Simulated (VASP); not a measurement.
# Be (Fm-3m) in VASP: further runs

Runs on Be. Level: BLYP. Tasks: single point.

Program: VASP 6.6.1. These are calculated values, not measurements. Logs are shortened: lines on timing, memory, paths and dates and some standing lists are left out, and cuts for length are marked.

## 1. The cell of the first run

The structure is cubic, space group Fm-3m (No. 225). Conventional cell: a = 3.117 Å, b = 3.117 Å, c = 3.117 Å, α = 90.00°, β = 90.00°, γ = 90.00°. Be (site symmetry m-3m) has 12 Be at 2.20 Å within 2.9 Å.

## 2. Single point, BLYP (volume scaled by 0.96)

INCAR

```
SYSTEM = Be
PREC     = Accurate       ! precision mode
ENCUT    = 520            ! plane-wave cutoff, eV
EDIFF    = 1E-6           ! SCF threshold, eV
ISMEAR   = -1             ! smearing method
SIGMA    = 0.1            ! smearing width, eV
LREAL    = .False.        ! projectors in reciprocal space
LASPH    = .True.         ! aspherical terms in the spheres
NELM     = 100            ! most SCF steps
ALGO     = Normal         ! electronic algorithm
ISIF     = 2              ! what is computed and relaxed
LWAVE    = .False.        ! write WAVECAR
LCHARG   = .False.        ! write CHGCAR
GGA      = B5             ! functional
ALDAX    = 1.0          
AGGAX    = 1.0          
AGGAC    = 1.0          
ALDAC    = 0.0          
NBANDS   = 7              ! bands
```

KPOINTS

```
regular mesh
0
Gamma
  19 19 19
  0 0 0
```

POSCAR

```
Be
1.0
    0.0000000000      1.5587281878      1.5587281878
    1.5587281878      0.0000000000      1.5587281878
    1.5587281878      1.5587281878      0.0000000000
Be
1
Direct
    0.0000000000      0.0000000000      0.0000000000
```

Potentials or basis: VASP PAW PBE potentials, release 64 (Be).

On the command line:

```
cat potpaw_PBE.64/Be/POTCAR > POTCAR
mpirun -np 1 vasp_std > vasp.out
```

OUTCAR:

```text
SYSTEM = Be
   PREC = Accurate
   ENCUT = 520
   EDIFF = 1E-6
   ISMEAR = -1
   LREAL = .False.
   LASPH = .True.
   NELM = 100
   ISIF = 2
   GGA = B5

 ion  position               nearest neighbor table
   1  0.000  0.000  0.000-

  LATTYP: Found a face centered cubic cell.
 ALAT       =     3.1174563756

  Lattice vectors:

 A1 = (   0.0000000000,   1.5587281878,   1.5587281878)
 A2 = (   1.5587281878,   0.0000000000,   1.5587281878)
 A3 = (   1.5587281878,   1.5587281878,   0.0000000000)

Analysis of symmetry for initial positions (statically):
=====================================================================
 Subroutine PRICEL returns:
 Original cell was already a primitive cell.

 Routine SETGRP: Setting up the symmetry group for a
 face centered cubic supercell.

 Subroutine GETGRP returns: Found 48 space group operations
 (whereof 48 operations were pure point group operations)
 out of a pool of 48 trial point group operations.

The static configuration has the point symmetry O_h .

Analysis of symmetry for dynamics (positions and initial velocities):
=====================================================================
 Subroutine PRICEL returns:
 Original cell was already a primitive cell.

 Routine SETGRP: Setting up the symmetry group for a
 face centered cubic supercell.

 Subroutine GETGRP returns: Found 48 space group operations
 (whereof 48 operations were pure point group operations)
 out of a pool of 48 trial point group operations.

The dynamic configuration has the point symmetry O_h .

 Subroutine INISYM returns: Found 48 space group operations
 (whereof 48 operations are pure point group operations),
 and found     1 'primitive' translations

----------------------------------------------------------------------------------------

                                     Primitive cell

  volume of cell :       7.5743

  direct lattice vectors                    reciprocal lattice vectors
     0.000000000  1.558728188  1.558728188    -0.320774336  0.320774336  0.320774336
     1.558728188  0.000000000  1.558728188     0.320774336 -0.320774336  0.320774336
     1.558728188  1.558728188  0.000000000     0.320774336  0.320774336 -0.320774336

  length of vectors
     2.204374543  2.204374543  2.204374543     0.555597448  0.555597448  0.555597448

  position of ions in fractional coordinates (direct lattice)
     0.000000000  0.000000000  0.000000000

  ion indices of the primitive-cell ions
   primitive index   ion index
                 1           1

----------------------------------------------------------------------------------------

 KPOINTS: regular mesh

Automatic generation of k-mesh.
 Grid dimensions read from file:
 generate k-points for:   19   19   19

 Generating k-lattice:

  Cartesian coordinates                     Fractional coordinates (reciprocal lattice)
    -0.016882860  0.016882860  0.016882860     0.052631579  0.000000000  0.000000000
     0.016882860 -0.016882860  0.016882860     0.000000000  0.052631579  0.000000000
     0.016882860  0.016882860 -0.016882860     0.000000000  0.000000000  0.052631579

  Length of vectors
     0.029241971  0.029241971  0.029241971

  Shift w.r.t. Gamma in fractional coordinates (k-lattice)
     0.000000000  0.000000000  0.000000000

 Subroutine IBZKPT returns following result:
 ===========================================

 Found    220 irreducible k-points:

 Following reciprocal coordinates:
            Coordinates               Weight
  0.000000  0.000000  0.000000      1.000000
  0.052632  0.000000  0.000000      8.000000
  0.105263  0.000000  0.000000      8.000000
  0.157895  0.000000  0.000000      8.000000
  0.210526  0.000000  0.000000      8.000000
  0.263158  0.000000  0.000000      8.000000
[... 16 lines left out ...]
 -0.315789  0.052632  0.000000     24.000000
 -0.263158  0.052632  0.000000     24.000000
 [... further k-points ...]
   k-points           NKPTS =    220   k-points in BZ     NKDIM =    220   number of bands    NBANDS=      7
   number of dos      NEDOS =    301   number of ions     NIONS =      1
   total plane-waves  NPLWV =   4096
   dimension x,y,z NGX =    16 NGY =   16 NGZ =   16
   dimension x,y,z NGXF=    32 NGYF=   32 NGZF=   32
   ions per type =               1
   NGX,Y,Z   is equivalent  to a cutoff of  12.07, 12.07, 12.07 a.u.
   NGXF,Y,Z  is equivalent  to a cutoff of  24.13, 24.13, 24.13 a.u.
 SYSTEM =  Be
   PREC   = accura    normal or accurate (medium, high low for compatibility)
   ISTART =      0    job   : 0-new  1-cont  2-samecut
   ICHARG =      2    charge: 1-file 2-atom 10-const
   ISPIN  =      1    spin polarized calculation?
   LNONCOLLINEAR =      F non collinear calculations
   LSORBIT =      F    spin-orbit coupling
   LASPH  =      T    aspherical Exc in radial PAW
   ENCUT  =  520.0 eV  38.22 Ry    6.18 a.u.   4.10  4.10  4.10*2*pi/ulx,y,z
   NELM   =    100;   NELMIN=  2; NELMDL= -5     # of ELM steps
   EDIFF  = 0.1E-05   stopping-criterion for ELM
   LREAL  =      F    real-space projection
   EDIFFG = 0.1E-04   stopping-criterion for IOM
   NSW    =      0    number of steps for IOM
   IBRION =     -1    ionic relax: 0-MD 1-quasi-New 2-CG
   NFREE  =      0    steps in history (QN), initial steepest desc. (CG)
   ISIF   =      2    stress and relaxation
   ISYM   =      2    0-nonsym 1-usesym 2-fastsym
   POTIM  = 0.5000    time-step for ionic-motion
   TEBEG  =    0.0;   TEEND  =   0.0 temperature during run
   PSTRESS=    0.0 pullay stress
   NELECT =       2.0000    total number of electrons
   NUPDOWN=      -1.0000    fix difference up-down
   EMIN   =  10.00;   EMAX   =-10.00  energy-range for DOS
   EFERMI =   0.00;   METHOD = LEGACY
   ISMEAR =    -1;   SIGMA  =   0.10  broadening in eV -4-tet -1-fermi 0-gaus
   EFERMI_NEDOS =   21; number of points for ismear=-14 and -15
   IALGO  =     38    algorithm
   IMIX   =      4    mixing-type and parameters
     AMIX     =   0.40;   BMIX     =  1.00
     AMIX_MAG =   1.60;   BMIX_MAG =  1.00
  volume/ion in A,a.u.               =       7.57        51.11
  Fermi-wavevector in a.u.,A,eV,Ry     =   1.050278  1.984738 15.008379  1.103085
  Thomas-Fermi vector in A             =   2.185275
   LORBIT       =      0    0 simple, 1 ext, 2 COOP (PROOUT), +10 PAW based schemes
   GGA     = B5    functional components
   LHFCALC =     F    Hartree Fock is set to
   AEXX    =    0.0000 exact exchange contribution
   IVDW    =     0    specifies the selected vdW correction
   LEPSILON=     F    determine dielectric tensor
   LRPA    =     F    only Hartree local field effects (RPA)
 non-spin polarized calculation
  energy-cutoff  :      520.00
  volume of cell :        7.57
 maximum number of plane-waves:       210
   NGX =  9   NGY =  9   NGZ =  9

 number of electron       2.0000000 magnetization

 Free energy of the ion-electron system (eV)
  ---------------------------------------------------
  ext. energy  EPLUGINS =         0.00000000
  ---------------------------------------------------
  free energy    TOTEN  =        -3.01784517 eV

  energy without entropy =       -3.01529468  energy(sigma->0) =       -3.01656992

 E-fermi :   8.3614     XC(G=0): -10.2194

 val. band max:        7.9421986541   @ k =  -0.3158   0.4211   0.1053
 cond. band min:       8.3724763753   @ k =  -0.3684   0.3684   0.0000
 fundamental gap:      0.4302777212
 Fermi energy:         8.3613768381

 k-point     1 :       0.0000    0.0000    0.0000
  band No.  band energies     occupation
      1      -3.6950      2.00000
      2      28.0587      0.00000
      3      28.0587      0.00000
      4      28.0587      0.00000
      5      38.2490      0.00000
      6      38.2490      0.00000
      7      38.2490      0.00000

 k-point     2 :       0.0526    0.0000    0.0000
  band No.  band energies     occupation
      1      -3.6024      2.00000
      2      27.3293      0.00000
      3      27.9009      0.00000
      4      27.9009      0.00000
      5      37.0851      0.00000
      6      38.5556      0.00000
      7      38.5556      0.00000

 k-point     3 :       0.1053    0.0000    0.0000
  band No.  band energies     occupation
      1      -3.3248      2.00000
      2      25.3591      0.00000
      3      27.4933      0.00000
      4      27.4933      0.00000
      5      36.3378      0.00000
      6      39.3260      0.00000
      7      39.3260      0.00000

 k-point     4 :       0.1579    0.0000    0.0000
  band No.  band energies     occupation
      1      -2.8621      2.00000
      2      22.7121      0.00000
      3      26.9692      0.00000
      4      26.9692      0.00000
      5      36.4231      0.00000
      6      40.0267      0.00000
      7      40.0267      0.00000

 k-point     5 :       0.2105    0.0000    0.0000
  band No.  band energies     occupation
      1      -2.2159      2.00000
      2      19.8616      0.00000
      3      26.4407      0.00000
      4      26.4407      0.00000
      5      37.0082      0.00000
      6      39.7614      0.00000
      7      39.7614      0.00000

 k-point     6 :       0.2632    0.0000    0.0000
  band No.  band energies     occupation
      1      -1.3904      2.00000
      2      17.0509      0.00000
      3      25.9744      0.00000
      4      25.9744      0.00000
      5      37.7867      0.00000
      6      38.6744      0.00000
      7      38.6744      0.00000

 k-point     7 :       0.3158    0.0000    0.0000
  band No.  band energies     occupation
      1      -0.3984      2.00000
      2      14.4028      0.00000
      3      25.6019      0.00000
      4      25.6019      0.00000
      5      37.4840      0.00000
      6      37.4840      0.00000
      7      38.1769      0.00000
[... 121 lines left out ...]
 k-point    20 :      -0.4737    0.0526    0.0000
  band No.  band energies     occupation
      1       3.0007      2.00000
      2       8.5230      0.33155
      3      24.6048      0.00000
      4      24.7978      0.00000
      5      33.5645      0.00000
      6      35.8581      0.00000
      7      39.6352      0.00000

 k-point    21 :      -0.4211    0.0526    0.0000
  band No.  band energies     occupation
      1       2.3353      2.00000
      2       9.4761      0.00003
      3      24.3822      0.00000
      4      25.1449      0.00000
      5      33.9984      0.00000
      6      35.8000      0.00000
      7      39.8774      0.00000

 k-point    22 :      -0.3684    0.0526    0.0000
  band No.  band energies     occupation
      1       1.2098      2.00000
      2      11.3179      0.00000
      3      24.2901      0.00000
      4      25.5708      0.00000
      5      34.7140      0.00000
      6      36.1011      0.00000
      7      40.2748      0.00000

 k-point    23 :      -0.3158    0.0526    0.0000
  band No.  band energies     occupation
      1       0.0531      2.00000
      2      13.6071      0.00000
      3      24.3463      0.00000
      4      26.0543      0.00000
      5      35.6592      0.00000
      6      36.7579      0.00000
      7      39.9479      0.00000

 k-point    24 :      -0.2632    0.0526    0.0000
  band No.  band energies     occupation
      1      -0.9914      2.00000
      2      16.1758      0.00000
      3      24.5602      0.00000
      4      26.5759      0.00000
      5      36.6505      0.00000
      6      37.7285      0.00000
      7      39.0118      0.00000

 [... further k-points ...]

------------------------ aborting loop because EDIFF is reached ----------------------------------------

  FORCE on cell =-STRESS in cart. coord.  units (eV):
  Direction    XX          YY          ZZ          XY          YZ          ZX
  --------------------------------------------------------------------------------------
  -------------------------------------------------------------------------------------
  Total        0.2523144      0.2523144      0.2523144      0.0000000      0.0000000      0.0000000
  in kB       53.3717472     53.3717472     53.3717472      0.0000000      0.0000000      0.0000000
  external PRESSURE =      53.3717472 kB  Pullay stress =       0.0000000 kB

 VOLUME and BASIS-vectors are now :
 -----------------------------------------------------------------------------
  energy-cutoff  :      520.00
  volume of cell :        7.57
      direct lattice vectors                 reciprocal lattice vectors
     0.000000000  1.558728188  1.558728188    -0.320774336  0.320774336  0.320774336
     1.558728188  0.000000000  1.558728188     0.320774336 -0.320774336  0.320774336
     1.558728188  1.558728188  0.000000000     0.320774336  0.320774336 -0.320774336

 POSITION                                       TOTAL-FORCE (eV/Angst)
 -----------------------------------------------------------------------------------
      0.00000      0.00000      0.00000         0.000000     -0.000000      0.000000
 -----------------------------------------------------------------------------------
    total drift:                                0.000000      0.000000     -0.000000

  FREE ENERGIE OF THE ION-ELECTRON SYSTEM (eV)
  ---------------------------------------------------
  free  energy   TOTEN  =        -3.0178451715 eV

  energy  without entropy=       -3.0152946750  energy(sigma->0) =       -3.01656992
```

Run time: 13 s. Hardware: 1 thread of AMD EPYC 7R13 (Zen 3), shared host; peak memory 0.08 GiB.

What came out:

| Item | Value |
| --- | --- |
| Free energy | -3.0178 eV |
| Pressure | 5.3 GPa |
| Band gap on the k mesh | zero (band 1 reaches 8.93 eV, above the bottom of band 2 at 8.37 eV) |

Levels at points of the mesh, in eV from the Fermi level:
| k point | band 1 | band 2 | band 3 | band 4 | band 5 | band 6 |
| --- | --- | --- | --- | --- | --- | --- |
| (0.00, 0.00, 0.00) | -12.06 | 19.70 | 19.70 | 19.70 | 29.89 | 29.89 |

Caveat: the PAW data sets were made with another functional, which shifts forces and pressure a little.

[end of part 1 of 2]
